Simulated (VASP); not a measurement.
**NbAs: single point with r2SCAN**

NbAs:

```
Nb As
1.0
     0.00000    3.02048    3.02048
     3.02048    0.00000    3.02048
     3.02048    3.02048    0.00000
Nb As
1 1
Direct
  0.00000 0.00000 0.00000
  0.25000 0.25000 0.25000
```

| Quantity | Value |
| --- | --- |
| Program | VASP 6.6.1 |
| Task | single point |
| Functional | r2SCAN |
| Potentials or basis | VASP PAW PBE potentials, release 64 (Nb_sv, As) |
| Cutoff | 550 eV |
| k mesh | 12 × 12 × 12 |
| Occupations | gaussian, width 0.1 eV |
| Spin | no spin polarisation |

```
Pressure               : -9.9 GPa
Band gap on the k mesh : zero (bands 9 and 10 overlap by 0.44 eV)
```

Levels at points of the mesh, in eV from the Fermi level:
| k point | band 7 | band 8 | band 9 | band 10 | band 11 | band 12 |
| --- | --- | --- | --- | --- | --- | --- |
| (0.00, 0.00, 0.00) | -3.44 | -3.44 | 0.06 | 0.06 | 2.18 | 4.97 |
| (0.50, 0.00, 0.00) | -3.06 | -3.06 | 0.35 | 0.35 | 0.48 | 2.92 |
| (0.50, 0.50, 0.00) | -2.33 | -2.33 | -0.83 | 0.70 | 0.73 | 1.22 |

Wall time 7.6 min on 1 thread of Intel Xeon 8259CL, with other jobs on the host, peak memory 0.26 GiB.

Caveat: the cell stands under tension; the PAW data sets were made with another functional, which shifts forces and pressure a little.
